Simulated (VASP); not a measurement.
Here is a VASP 6.6.1 calculation.

Contents of POSCAR:

```
HfN
1.0
    0.0000000000      2.4498259844      2.4498259844
    2.4498259844      0.0000000000      2.4498259844
    2.4498259844      2.4498259844      0.0000000000
Hf N
1 1
Direct
    0.0000000000      0.0000000000      0.0000000000
    0.2500000000      0.2500000000      0.2500000000
```

INCAR.step1

```
  ALGO = Normal
  EDIFF = 1E-5
  ENCUT = 520
  GGA = PE
  ISIF = 2
  ISMEAR = -1
  LASPH = T
  LREAL = F
  LWAVE = T
  NBANDS = 14
  NELM = 100
  PREC = Accurate
  SIGMA = 0.05
```

File INCAR.step2:

```
  AEXX = 0.25
  ALGO = Normal
  EDIFF = 1E-6
  ENCUT = 520
  GGA = PE
  HFSCREEN = 0.3
  ISIF = 2
  ISMEAR = -1
  ISTART = 1
  LASPH = T
  LCHARG = T
  LELF = T
  LHFCALC = T
  LREAL = F
  LVHAR = T
  LWAVE = F
  NBANDS = 14
  NELM = 100
  PREC = Accurate
  PRECFOCK = Normal
  SIGMA = 0.05
```

Contents of KPOINTS:

```
k-points
0
Gamma
  5 5 5
```

Potentials or basis: VASP PAW PBE potentials, release 64 (Hf_pv, N).

The run is started by

```bash
$ cat potpaw_PBE.64/Hf_pv/POTCAR potpaw_PBE.64/N/POTCAR > POTCAR
$ cp INCAR.step1 INCAR
$ mpirun -np 1 vasp_std > vasp.out
$ cp INCAR.step2 INCAR
$ mpirun -np 1 vasp_std > vasp.out
```

Q: Estimate the band gap on the k mesh.

A: Zero (an odd number of electrons rules out a gap without spin polarisation).

Q: Predict the pressure.

A: -2.6 GPa.

Caveat: the k points lie up to 0.44 Å⁻¹ apart, too coarse for converged energies and pressures of a metal; the PAW data sets were made with another functional, which shifts forces and pressure a little; spin-orbit coupling is left out, which moves the levels of the heavy elements; an odd number of electrons without spin polarisation forces a metal; a magnetic or distorted state may lie lower.
